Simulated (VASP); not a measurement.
Wanted: the native input for a VASP 6.6.1 run.

| Item | Value |
| --- | --- |
| Task | single point |
| Functional | PBE |
| Potentials or basis | VASP PAW PBE potentials, release 64 (Ba_sv, Ti_sv, O) |
| Cutoff | 520 eV |
| k mesh | 8 × 8 × 8 |
| Occupations | fermi-dirac, width 0.05 eV |
| Spin | no spin polarisation |
| Dipole correction | no |
| Further INCAR settings | ALGO = Normal; EDIFF = 1e-06; NBANDS = 28 |

The structure of BaTiO3 lies in POSCAR:

```
BaTiO3
1.0
    3.8645770000      0.0000000000      0.0000000000
    0.0000000000      2.7519385000      2.8458000000
    0.0000000000     -2.7519385000      2.8458000000
Ba Ti O
1 1 3
Direct
    0.0000000000      0.0000000000      0.0000000000
    0.5000000000      0.5079000000      0.5079000000
    0.0000000000      0.4921000000      0.4921000000
    0.5000000000      0.5025100000      0.9937100000
    0.5000000000      0.9937100000      0.5025100000
```

This cell differs from its parent crystal: equal xx and yy strain of -3 %.

The input as run:

INCAR

```
PREC = Accurate
ENCUT = 520
EDIFF = 1E-6
ISMEAR = -1
SIGMA = 0.05
LREAL = False
LASPH = True
NELM = 60
ALGO = Normal
ISIF = 2
LWAVE = False
LCHARG = False
GGA = PE
NBANDS = 28
```

KPOINTS

```
Automatic mesh
0
Gamma
  8 8 8
```

Potentials or basis: VASP PAW PBE potentials, release 64 (Ba_sv, Ti_sv, O).

Command:

```console
$ cat potpaw_PBE.64/Ba_sv/POTCAR potpaw_PBE.64/Ti_sv/POTCAR potpaw_PBE.64/O/POTCAR > POTCAR
$ mpirun -np 1 vasp_std > vasp.out
```

It gave:

```
Pressure               : 16.3 GPa
Largest force          : 0.178 eV/Å
Band gap on the k mesh : 1.81 eV, indirect (least direct gap 1.89 eV)
```

Caveat: the cell differs from its parent crystal (equal xx and yy strain of -3 %); spin-orbit coupling is left out, which moves the levels of the heavy elements.

Wall time 2.2 min on 1 thread of Intel Xeon 6975P-C, on a shared host, peak memory 0.3 GiB.
